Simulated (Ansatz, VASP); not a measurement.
**ClO in VASP and in Ansatz**

```
CELL_PARAMETERS angstrom
3.18522 0.00000 0.00000
0.00000 3.18522 0.00000
0.00000 0.00000 3.18522
ATOMIC_POSITIONS crystal
Cl 0.00000 0.00000 0.00000
O 0.50000 0.50000 0.50000
```

Alike in both runs: task single point; functional PBEsol; k mesh 16 × 16 × 16; occupations gaussian, width 0.15 eV; collinear spin.

```csv
,VASP,Ansatz
version,VASP 6.6.1,Ansatz 0.2.0
potentials or method,"VASP PAW PBE potentials, release 64 (Cl, O), cutoff 520 eV","scalar-relativistic, plane waves, PAW"
valence electrons in the cell,13,13
```

```csv
,VASP,Ansatz,Ansatz less VASP
gap on the k mesh at the Fermi level (eV),none,none,-
pressure (GPa),-2.6,-2.5,+0.19
net moment per atom (μB),1.50,1.50,0.000
size of the moment on the site where the two differ most (μB),1.60,1.88,+0.281
```

VASP's potentials were made for PBE, not for PBEsol. Site moments also hang on the region over which each program counts them. A gap of «none» marks a metal or a gap that the smearing closes. With one functional, cell and mesh, what is left measures potentials, basis and numerics.
